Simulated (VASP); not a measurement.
# CoO: single point with PBE+U

The system is CoO.

```
CELL_PARAMETERS angstrom
1.63642 0.94479 5.28007
-1.63642 0.94479 5.28007
0.00000 -1.88957 5.28007
ATOMIC_POSITIONS crystal
Co 0.99948 0.99948 0.99948
Co 0.49948 0.49948 0.49948
O 0.37552 0.37552 0.37552
O 0.87552 0.87552 0.87552
```

```
Program                : VASP 6.6.1
Task                   : single point
Functional             : PBE
Potentials or basis    : VASP PAW PBE potentials, release 64 (Co, O)
Cutoff                 : 520 eV
k mesh                 : 6 × 6 × 6
Occupations            : gaussian, width 0.1 eV
Spin                   : collinear spin, antiferromagnetic start
Starting moments       : [-2.56, 2.56, 0.0, 0.0] μB
Hubbard terms          : Co d U = 3.32 eV
Dipole correction      : no
Further INCAR settings : ALGO = Normal; EDIFF = 1e-06; NBANDS = 27
```

- Pressure: -1.5 GPa
- Largest force: 0.005 eV/Å
- Band gap on the k mesh: 1.08 eV
- Net moment: 0.00 μB per cell
- Site moments: Co -2.63, +2.63; O -0.08, +0.08 μB
- Valence electrons inside the program's atomic spheres: Co 7.89; O 5.00

Forces on the atoms (eV/Å):
```
Co   0.000  0.000  0.005
Co   0.000  0.000  0.005
O    0.000  0.000 -0.005
O    0.000  0.000 -0.005
```

Levels at points of the mesh, in eV from the valence-band top:
Spin up:
```tsv
k point	band 13	band 14	band 15	band 16	band 17	band 18
(0.00, 0.00, 0.00)	-1.31	-0.18	-0.18	1.08	3.42	3.94
(0.50, 0.00, 0.00)	-1.47	-0.75	-0.38	2.23	2.65	3.29
(0.50, 0.50, 0.00)	-1.46	-0.70	-0.67	2.13	2.93	3.33
(0.50, 0.50, 0.50)	-1.52	0.00	0.00	2.81	3.37	3.93
```
Spin down:
| k point | band 13 | band 14 | band 15 | band 16 | band 17 | band 18 |
| --- | --- | --- | --- | --- | --- | --- |
| (0.00, 0.00, 0.00) | -1.31 | -0.18 | -0.18 | 1.08 | 3.42 | 3.94 |
| (0.50, 0.00, 0.00) | -1.47 | -0.75 | -0.38 | 2.23 | 2.65 | 3.29 |
| (0.50, 0.50, 0.00) | -1.46 | -0.70 | -0.67 | 2.13 | 2.93 | 3.33 |
| (0.50, 0.50, 0.50) | -1.52 | 0.00 | 0.00 | 2.81 | 3.37 | 3.93 |

Eigenvalues of the final occupation matrices:
```
    site  spin  trace               eigenvalues
site 1 d     1   2.30  0.12 0.12 0.14 0.96 0.96
site 1 d     2   4.87  0.97 0.97 0.97 0.98 0.98
site 2 d     1   4.87  0.97 0.97 0.97 0.98 0.98
site 2 d     2   2.30  0.12 0.12 0.14 0.96 0.96
```

Run time: 3.3 min on 1 thread of Intel(R) Xeon(R) Platinum 8488C (Sapphire Rapids), on a shared host, peak memory 0.33 GiB.

A k mesh can miss the band edges. The state reached can hang on the start; a lower one may exist.
